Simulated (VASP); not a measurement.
Input of a VASP 6.6.1 run:

INCAR

```
SYSTEM = CsRe
ALGO = Normal ; EDIFF = 1E-6
ENCUT = 520 ; GGA = PE
ISIF = 2 ; ISMEAR = 0
LASPH = .TRUE. ; LCHARG = .FALSE.
LREAL = .FALSE. ; LWAVE = .FALSE.
NBANDS = 15 ; NELM = 100
PREC = Accurate ; SIGMA = 0.1
```

Contents of KPOINTS:

```
k-points
0
G
  16 16 16
  0 0 0
```

File POSCAR:

```
CsRe
1.0
    0.0000000000      3.1261343436      3.1261343436
    3.1261343436      0.0000000000      3.1261343436
    3.1261343436      3.1261343436      0.0000000000
Cs Re
1 1
Direct
    0.7500000000      0.7500000000      0.7500000000
    0.0000000000      0.0000000000      0.0000000000
```

Potentials or basis: VASP PAW PBE potentials, release 64 (Cs_sv, Re).

Run with:

```console
$ cat potpaw_PBE.64/Cs_sv/POTCAR potpaw_PBE.64/Re/POTCAR > POTCAR
$ mpirun -np 1 vasp_std > vasp.out
```

What does it give for the band gap on the k mesh?

Zero (band 8 reaches 4.01 eV, above the bottom of band 9 at 2.70 eV).

What does it give for the pressure?

2.5 GPa.

Caveat: spin-orbit coupling is left out, which moves the levels of the heavy elements.
